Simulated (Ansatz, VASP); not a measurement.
**CdSiP2 in VASP and in Ansatz**

The input INCAR:

```
PREC = Accurate
ENCUT = 500
EDIFF = 1E-6
ISMEAR = 0
SIGMA = 0.01
LREAL = False
LASPH = True
NELM = 120
ALGO = Normal
ISIF = 2
LWAVE = False
LCHARG = False
GGA = PE
NBANDS = 36
GGA_COMPAT = False
```

Contents of KPOINTS:

```
regular mesh
0
Gamma
  4 4 4
```

The input POSCAR:

```
CdSiP2
1.0
   -2.8436140000      2.8436140000      5.2485580000
    2.8436140000     -2.8436140000      5.2485580000
    2.8436140000      2.8436140000     -5.2485580000
Cd Si P
2 2 4
Direct
    0.7500000000      0.2500000000      0.5000000000
    0.0000000000      0.0000000000      0.0000000000
    0.5000000000      0.5000000000      0.0000000000
    0.2500000000      0.7500000000      0.5000000000
    0.8750000000      0.8281280000      0.4531280000
    0.1718720000      0.6250000000      0.0468720000
    0.3750000000      0.4218720000      0.5468720000
    0.5781280000      0.1250000000      0.9531280000
```

Input for Ansatz:

```yaml
crystal:
  lattice:
    - [-2.843614, 2.843614, 5.248558]
    - [2.843614, -2.843614, 5.248558]
    - [2.843614, 2.843614, -5.248558]
  atoms:
    - { symbol: Cd, position: [0.7499999999999999, 0.25000000000000006, 0.49999999999999994] }
    - { symbol: Cd, position: [0.0, 0.0, 0.0] }
    - { symbol: Si, position: [0.5, 0.5, 0.0] }
    - { symbol: Si, position: [0.25000000000000006, 0.7499999999999999, 0.49999999999999994] }
    - { symbol: P, position: [0.875, 0.828128, 0.45312800000000003] }
    - { symbol: P, position: [0.171872, 0.625, 0.04687199999999998] }
    - { symbol: P, position: [0.375, 0.421872, 0.546872] }
    - { symbol: P, position: [0.5781279999999999, 0.12499999999999997, 0.9531279999999999] }
kpoints:
  mp_grid:
    grid: [4, 4, 4]
hamiltonian:
  xc: pbe
scf:
  occupations:
    method: fixed
output:
  eigenvalues: true
```

Alike in both runs: task single point; functional PBE; k mesh 4 × 4 × 4; no spin polarisation.

```csv
,VASP,Ansatz
version,VASP 6.6.1,Ansatz 0.2.0
potentials or method,"VASP PAW PBE potentials, release 64 (Cd, Si, P)","plane waves, PAW"
plane-wave cutoff (eV),500,420
occupations,"gaussian, width 0.01 eV",fixed
valence electrons in the cell,52,68
```

|  | VASP | Ansatz | Ansatz less VASP |
| --- | --- | --- | --- |
| gap on the k mesh at the Fermi level (eV) | 1.39 | 1.39 | 0.000 |

VASP's potentials hold 52 valence electrons a cell and Ansatz's 68, so a difference there can come from the potentials and not from the codes.
